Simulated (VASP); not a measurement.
# Pb (Fm-3m) in VASP: a series of runs, part 2 of 2

VASP 6.6.1.

## (3) Single point, LDA

This run uses another cell than the first one, of 30.93 Å³/atom, 0.981 times its volume.

Contents of INCAR:

```
SYSTEM = Pb
PREC = Accurate ; ENCUT = 520
EDIFF = 1E-6 ; ISMEAR = -1
SIGMA = 0.05 ; LREAL = .False.
LASPH = .True. ; NELM = 80
ALGO = Fast ; ISIF = 2
LWAVE = .False. ; LCHARG = .False.
NBANDS = 13
```

Contents of KPOINTS:

```
Automatic mesh
0
Gamma
  9 9 9
  0 0 0
```

Contents of POSCAR:

```
Pb
1.0
    0.0000000000      2.4914113386      2.4914113386
    2.4914113386      0.0000000000      2.4914113386
    2.4914113386      2.4914113386      0.0000000000
Pb
1
Direct
    0.0000000000      0.0000000000      0.0000000000
```

Potentials or basis: VASP PAW LDA potentials, release 64 (Pb_d).

Command:

```
cat potpaw_LDA.64/Pb_d/POTCAR > POTCAR
mpirun -np 1 vasp_std > vasp.out
```

OUTCAR:

```text
SYSTEM = Pb
   PREC = Accurate
   ENCUT = 520
   EDIFF = 1E-6
   ISMEAR = -1
   LREAL = .False.
   LASPH = .True.
   NELM = 80
   ISIF = 2

 ion  position               nearest neighbor table
   1  0.000  0.000  0.000-

  LATTYP: Found a face centered cubic cell.
 ALAT       =     4.9828226772

  Lattice vectors:

 A1 = (   0.0000000000,   2.4914113386,   2.4914113386)
 A2 = (   2.4914113386,   0.0000000000,   2.4914113386)
 A3 = (   2.4914113386,   2.4914113386,   0.0000000000)

Analysis of symmetry for initial positions (statically):
[... 5 lines left out ...]
 face centered cubic supercell.

 Subroutine GETGRP returns: Found 48 space group operations
 (whereof 48 operations were pure point group operations)
 out of a pool of 48 trial point group operations.

The static configuration has the point symmetry O_h .

Analysis of symmetry for dynamics (positions and initial velocities):
[... 5 lines left out ...]
 face centered cubic supercell.

 Subroutine GETGRP returns: Found 48 space group operations
 (whereof 48 operations were pure point group operations)
 out of a pool of 48 trial point group operations.

The dynamic configuration has the point symmetry O_h .

 Subroutine INISYM returns: Found 48 space group operations
 (whereof 48 operations are pure point group operations),
 and found     1 'primitive' translations

----------------------------------------------------------------------------------------

                                     Primitive cell

  volume of cell :      30.9290

  direct lattice vectors                    reciprocal lattice vectors
     0.000000000  2.491411339  2.491411339    -0.200689462  0.200689462  0.200689462
     2.491411339  0.000000000  2.491411339     0.200689462 -0.200689462  0.200689462
     2.491411339  2.491411339  0.000000000     0.200689462  0.200689462 -0.200689462

  length of vectors
     3.523387704  3.523387704  3.523387704     0.347604344  0.347604344  0.347604344

  position of ions in fractional coordinates (direct lattice)
     0.000000000  0.000000000  0.000000000

  ion indices of the primitive-cell ions
   primitive index   ion index
                 1           1
[... 94 lines left out ...]
  Fermi-wavevector in a.u.,A,eV,Ry     =   1.256981  2.375350 21.497225  1.580001
  Thomas-Fermi vector in A             =   2.390662
   LORBIT       =      0    0 simple, 1 ext, 2 COOP (PROOUT), +10 PAW based schemes
   GGA     = CA    functional components
   LHFCALC =     F    Hartree Fock is set to
   AEXX    =    0.0000 exact exchange contribution
   IVDW    =     0    specifies the selected vdW correction
   LEPSILON=     F    determine dielectric tensor
   LRPA    =     F    only Hartree local field effects (RPA)
 non-spin polarized calculation
 RMM-DIIS sequential band-by-band and
  energy-cutoff  :      520.00
  volume of cell :       30.93
 maximum number of plane-waves:       869
 NGX is ok and might be reduce to    28
   NGX = 13   NGY = 13   NGZ = 13

 number of electron      14.0000000 magnetization

 Free energy of the ion-electron system (eV)
  ---------------------------------------------------
  ext. energy  EPLUGINS =         0.00000000
  ---------------------------------------------------
  free energy    TOTEN  =        -4.25539154 eV

  energy without entropy =       -4.25209607  energy(sigma->0) =       -4.25374381

 E-fermi :   6.6445     XC(G=0): -10.3615

 val. band max:        6.4221963099   @ k =  -0.3333   0.3333   0.1111
 cond. band min:       6.6592759152   @ k =  -0.2222   0.3333   0.1111
 fundamental gap:      0.2370796053
 Fermi energy:         6.6444899375

 k-point     1 :       0.0000    0.0000    0.0000
  band No.  band energies     occupation
      1     -10.2119      2.00000
      2     -10.2119      2.00000
      3     -10.2119      2.00000
      4     -10.0775      2.00000
      5     -10.0775      2.00000
      6      -4.8477      2.00000
      7      13.9765      0.00000
      8      13.9765      0.00000
      9      13.9765      0.00000
     10      16.6016      0.00000
     11      17.9999      0.00000
     12      19.1527      0.00000
     13      19.1527      0.00000
[... 354 lines left out ...]
  band No.  band energies     occupation
      1     -10.3617      2.00000
      2     -10.2725      2.00000
      3      -9.9627      2.00000
      4      -9.9261      2.00000
      5      -9.9261      2.00000
      6      -0.3999      2.00000
      7       4.1133      2.00000
      8       8.8738      0.00000
      9       8.8738      0.00000
     10      12.2916      0.00000
     11      13.4932      0.00000
     12      24.8875      0.00000
     13      26.5044      0.00000

 [... further k-points ...]
[... 5 lines left out ...]
  --------------------------------------------------------------------------------------
  -------------------------------------------------------------------------------------
  Total       -0.5596993     -0.5596993     -0.5596993     -0.0000000     -0.0000000      0.0000000
  in kB      -28.9933907    -28.9933907    -28.9933907     -0.0000000     -0.0000000      0.0000000
  external PRESSURE =     -28.9933907 kB  Pullay stress =       0.0000000 kB

 VOLUME and BASIS-vectors are now :
 -----------------------------------------------------------------------------
  energy-cutoff  :      520.00
  volume of cell :       30.93
      direct lattice vectors                 reciprocal lattice vectors
     0.000000000  2.491411339  2.491411339    -0.200689462  0.200689462  0.200689462
     2.491411339  0.000000000  2.491411339     0.200689462 -0.200689462  0.200689462
     2.491411339  2.491411339  0.000000000     0.200689462  0.200689462 -0.200689462

 POSITION                                       TOTAL-FORCE (eV/Angst)
 -----------------------------------------------------------------------------------
      0.00000      0.00000      0.00000         0.000000      0.000000      0.000000
 -----------------------------------------------------------------------------------
    total drift:                               -0.000000     -0.000000     -0.000000

  FREE ENERGIE OF THE ION-ELECTRON SYSTEM (eV)
  ---------------------------------------------------
  free  energy   TOTEN  =        -4.2553915361 eV

  energy  without entropy=       -4.2520960745  energy(sigma->0) =       -4.25374381
```

stdout:

```text
POSCAR found type information on POSCAR Pb
 POSCAR found :  1 types and       1 ions
 scaLAPACK will be used
 LDA part: xc-table for (Slater(with rela. corr.)+CA(PZ))
 , standard interpolation
 POSCAR, INCAR and KPOINTS ok, starting setup
 FFT: planning ... GRIDC
 FFT: planning ... GRID_SOFT
 FFT: planning ... GRID
 WAVECAR not read
 entering main loop
```

Wall time 29 s (1 thread of Intel Xeon 8259CL, shared host); peak memory 0.14 GiB.

What came out:

| Quantity | Value |
| --- | --- |
| Free energy | -4.2554 eV |
| Pressure | -2.9 GPa |
| Band gap on the k mesh | zero (band 7 reaches 13.98 eV, above the bottom of band 8 at 5.28 eV) |

Caveat: spin-orbit coupling is left out, which moves the levels of the heavy elements.

## (4) Single point, LDA

Contents of INCAR:

```
ALGO = Normal ; EDIFF = 1E-6
ENCUT = 520 ; ISIF = 2
ISMEAR = -1 ; LASPH = True
LCHARG = False ; LREAL = False
LWAVE = False ; NBANDS = 13
NELM = 100 ; PREC = Accurate
SIGMA = 0.05
```

Contents of KPOINTS:

```
k-points
0
Gamma
  9 9 9
```

Contents of POSCAR:

```
Pb
1.0
    0.0000000000      2.5075897876      2.5075897876
    2.5075897876      0.0000000000      2.5075897876
    2.5075897876      2.5075897876      0.0000000000
Pb
1
Direct
    0.0000000000      0.0000000000      0.0000000000
```

Command:

```
cat potpaw_LDA.64/Pb_d/POTCAR > POTCAR
mpirun -np 1 vasp_std > vasp.out
```

It took 20 s on 1 thread of Intel Xeon 8259CL, shared host; peak memory 0.14 GiB.

It converged, with:

| Item | Value |
| --- | --- |
| Free energy | -4.2433 eV |
| Pressure | -3.6 GPa |
| Band gap on the k mesh | zero (band 7 reaches 13.61 eV, above the bottom of band 8 at 5.11 eV) |

Levels at points of the mesh, in eV from the Fermi level:
| k point | band 5 | band 6 | band 7 | band 8 | band 9 | band 10 |
| --- | --- | --- | --- | --- | --- | --- |
| (0.00, 0.00, 0.00) | -16.72 | -11.37 | 7.18 | 7.18 | 7.18 | 9.94 |

Caveat: spin-orbit coupling is left out, which moves the levels of the heavy elements.

## (5) Summary

```csv
level,potentials or basis,cell,gap on the mesh (eV),pressure (GPa)
PBE exchange alone,"VASP PAW PBE potentials, release 64 (Pb_d)","a = 3.546 Å, angles 60.0°, 1 atom",none,9.0
LDA,"VASP PAW LDA potentials, release 64 (Pb_d)","a = 3.523 Å, angles 60.0°, 1 atom",none,-2.9
LDA,"VASP PAW LDA potentials, release 64 (Pb_d)","a = 3.546 Å, angles 60.0°, 1 atom",none,-3.6
```

Alike in all rows: task single point; no spin polarisation; k mesh 9 × 9 × 9; cutoff (eV) 520; smearing fermi-dirac 0.05 eV.

Caveats: spin-orbit coupling is left out, which moves the levels of the heavy elements.

Total energies depend on the potentials used, so only differences within one code and one set of settings carry meaning.
